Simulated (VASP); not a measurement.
A run of VASP 6.6.1:

POSCAR

```
Ge
1.0
    0.0000000000      2.8368735121      2.7233985716
    2.8368735121      0.0000000000      2.7233985716
    2.8368735121      2.8368735121      0.0000000000
Ge
2
Direct
    0.0000000000      0.0000000000      0.0000000000
    0.2500000000      0.2500000000      0.2500000000
```

File INCAR.step1:

```
  ALGO = Normal
  EDIFF = 1E-4
  ENCUT = 520
  GGA = PE
  GGA_COMPAT = False
  ISMEAR = -1
  LASPH = True
  LCHARG = False
  LREAL = False
  LSORBIT = True
  LWAVE = True
  MAGMOM = 0 0 0 0 0 0
  NBANDS = 40
  NELM = 150
  PREC = Accurate
  SIGMA = 0.02
```

The input INCAR.step2:

```
  ALGO = Normal
  EDIFF = 1E-6
  ENCUT = 520
  GGA_COMPAT = False
  ISIF = 2
  ISMEAR = -1
  ISTART = 1
  LASPH = True
  LCHARG = False
  LMIXTAU = True
  LORBIT = 11
  LORBMOM = True
  LREAL = False
  LSORBIT = True
  LWAVE = False
  MAGMOM = 0 0 0 0 0 0
  METAGGA = R2SCAN
  NBANDS = 40
  NELM = 150
  PREC = Accurate
  SIGMA = 0.02
```

KPOINTS

```
k-points
0
Gamma
  8 8 8
```

Potentials or basis: VASP PAW PBE potentials, release 64 (Ge_d).

Run with:

```sh
$ cat potpaw_PBE.64/Ge_d/POTCAR > POTCAR
$ cp INCAR.step1 INCAR
$ mpirun -np 1 vasp_ncl > vasp.out
$ cp INCAR.step2 INCAR
$ mpirun -np 1 vasp_ncl > vasp.out
```

Hardware: 1 thread of Intel Xeon 8259CL, on a shared host.

Task: Estimate the wall time of this run.

Result: It took 46 min on 1 thread of Intel Xeon 8259CL (shared host), peak memory 0.4 GiB. Counts: k points 59.
